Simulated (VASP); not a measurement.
ZnO, 2 atoms in the cell. It takes space group Fm-3m (No. 225, cubic). The conventional cell has a = 4.330 Å, b = 4.330 Å, c = 4.330 Å, α = 90.00°, β = 90.00°, γ = 90.00°. Within 2.9 Å of Zn (site symmetry m-3m) lie 6 O at 2.16 Å. Within 2.9 Å of O (site symmetry m-3m) lie 6 Zn at 2.16 Å. 

* Program: VASP 6.6.1
* Task: single point
* Functional: PBE
* Potentials or basis: VASP PAW PBE potentials, release 64 (Zn, O_h)
* Cutoff: 910 eV
* k mesh: 12 × 12 × 12
* Occupations: gaussian, width 0.02 eV
* Spin: no spin polarisation
* Dipole correction: no
* Second run: hard_potentials
* Further INCAR settings: ALGO = Normal; EDIFF = 1e-06; NBANDS = 16

Potentials or basis: VASP PAW PBE potentials, release 64 (Zn, O_h).

The run is started by

```sh
$ cat potpaw_PBE.64/Zn/POTCAR potpaw_PBE.64/O_h/POTCAR > POTCAR
$ mpirun -np 1 vasp_std > vasp.out
```

Hardware: 1 thread of Intel(R) Xeon(R) Platinum 8259CL CPU @ 2.50GHz (Skylake/Cascade Lake), on a shared host.

Q: How long does it take, and how much memory?

A: Run time: 53 s on 1 thread of Intel(R) Xeon(R) Platinum 8259CL CPU @ 2.50GHz (Skylake/Cascade Lake), with other jobs on the host, peak memory 0.2 GiB. Counts: scf iterations 12, k points 72.
